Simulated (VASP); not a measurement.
Input of a VASP 6.6.1 run:

File INCAR:

```
PREC = Accurate
ENCUT = 520
EDIFF = 1E-6
ISMEAR = -1
SIGMA = 0.1
LREAL = F
LASPH = T
NELM = 150
ALGO = Normal
ISIF = 2
LWAVE = F
LCHARG = F
ISPIN = 2
MAGMOM = 1.5 1.5
LORBIT = 11
LMAXMIX = 4
NBANDS = 21
```

The input KPOINTS:

```
Automatic mesh
0
Gamma
  20 20 11
```

File POSCAR:

```
Ni
1.0
    2.4212381533      0.0000000000      0.0000000000
   -1.2106190767      2.0968537494      0.0000000000
    0.0000000000      0.0000000000      3.9689770315
Ni
2
Direct
    0.3333333333      0.6666666667      0.2500000000
    0.6666666667      0.3333333333      0.7500000000
```

Potentials or basis: VASP PAW LDA potentials, release 64 (Ni).

Run with:

```sh
$ cat potpaw_LDA.64/Ni/POTCAR > POTCAR
$ mpirun -np 1 vasp_std > vasp.out
```

Predict the site moments.

Ni +0.56 μB.

Predict the net moment.

1.12 μB per cell.

What does it give for the pressure?

-0.1 GPa.
